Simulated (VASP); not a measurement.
A run of VASP 6.6.1 is set up as follows.

File INCAR:

```
  PREC = Accurate
  ENCUT = 520
  EDIFF = 1E-7
  ISMEAR = -1
  SIGMA = 0.05
  LREAL = F
  LASPH = T
  NELM = 100
  ALGO = Fast
  ISIF = 2
  LWAVE = F
  LCHARG = F
  GGA = PE
  NBANDS = 20
```

File KPOINTS:

```
regular mesh
0
Gamma
  10 10 8
```

File POSCAR:

```
Ga
1.0
    1.3830000000     -4.0265000000      0.0000000000
    1.3830000000      4.0265000000      0.0000000000
   -0.1174474948      0.0000000000      3.3299294416
Ga
2
Direct
    0.1310000000      0.8690000000      0.7500000000
    0.8690000000      0.1310000000      0.2500000000
```

Potentials or basis: VASP PAW PBE potentials, release 64 (Ga_d).

Command:

```console
$ cat potpaw_PBE.64/Ga_d/POTCAR > POTCAR
$ mpirun -np 1 vasp_std > vasp.out
```

(1) Predict the largest force.

(2) Estimate the pressure.

(3) Estimate the band gap on the k mesh.

Results:

(1) 0.204 eV/Å.

(2) 1.5 GPa.

(3) zero (band 13 reaches 9.65 eV, above the bottom of band 14 at 1.26 eV).
